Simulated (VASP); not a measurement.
Runs of VASP 6.6.1 on La2O3. The structure is that of space group P-3m1 (No. 164), or close to it. The cells are those of the table. 

```csv
cell,gap on the mesh (eV),pressure (GPa),largest force (eV/Å)
"a = 3.944, b = 3.944, c = 6.132 Å, angles 90.0, 90.0, 120.0°, 5 atoms",3.84,-2.5,0.12
"a = 3.983, b = 3.983, c = 6.192 Å, angles 90.0, 90.0, 120.0°, 5 atoms",(b),-5.9,0.32
"a = 3.864, b = 3.864, c = 6.008 Å, angles 90.0, 90.0, 120.0°, 5 atoms",(c),(a),0.36
"a = 3.904, b = 3.904, c = 6.071 Å, angles 90.0, 90.0, 120.0°, 5 atoms",3.87,1.5,0.11
"a = 4.020, b = 4.020, c = 6.251 Å, angles 90.0, 90.0, 120.0°, 5 atoms",3.75,-8.8,0.50
```

Alike in all rows: task single point; level PBE+D4; potentials or basis VASP PAW PBE potentials, release 64 (La, O); no spin polarisation; k mesh 12 × 12 × 4; cutoff (eV) 520; smearing gaussian 0.01 eV.

**Question.** Estimate the missing entries.

**Answer.** (a) 6.2; (b) 3.80; (c) 3.86.

Caveats: spin-orbit coupling is left out, which moves the levels of the heavy elements; the cell stands under tension (at least some runs); the cell stands under pressure (at least some runs).

A k mesh can miss the band edges, and the runs leave out spin-orbit coupling on La.
